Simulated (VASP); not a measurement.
A run of VASP 6.6.1 is set up as follows.

Contents of INCAR:

```
PREC     = Accurate       # precision mode
ENCUT    = 520            # plane-wave cutoff, eV
EDIFF    = 1E-7           # SCF threshold, eV
ISMEAR   = 0              # smearing method
SIGMA    = 0.05           # smearing width, eV
LREAL    = False          # projectors in reciprocal space
LASPH    = True           # aspherical terms in the spheres
NELM     = 60             # most SCF steps
ALGO     = Fast           # electronic algorithm
ISIF     = 2              # what is computed and relaxed
LWAVE    = False          # write WAVECAR
LCHARG   = True           # write CHGCAR
GGA      = PE             # functional
LELF     = True           # ELF
LVHAR    = True         
NBANDS   = 26             # bands
```

The input KPOINTS:

```
regular mesh
0
Gamma
  3 3 4
```

POSCAR

```
Rb3Sr
1.0
   -3.4117710000      3.4117710000      6.9324600000
    3.4117710000     -3.4117710000      6.9324600000
    3.4117710000      3.4117710000     -6.9324600000
Sr Rb
1 3
Direct
    0.0042460000      0.0041300000      0.0073340000
    0.4967860000      0.4913260000     -0.0091390000
    0.2603630000      0.7496880000      0.5088580000
    0.7544540000      0.2559210000      0.5115430000
```

Potentials or basis: VASP PAW PBE potentials, release 64 (Sr_sv, Rb_sv).

Launch:

```sh
$ cat potpaw_PBE.64/Sr_sv/POTCAR potpaw_PBE.64/Rb_sv/POTCAR > POTCAR
$ mpirun -np 1 vasp_std > vasp.out
```

Predict the largest force.

0.047 eV/Å.

Estimate the pressure.

0.0 GPa.

Forces on the atoms (eV/Å):
```
Sr  -0.025 -0.004 -0.002
Rb   0.039  0.026  0.007
Rb   0.019 -0.029 -0.006
Rb  -0.033  0.008  0.001
```
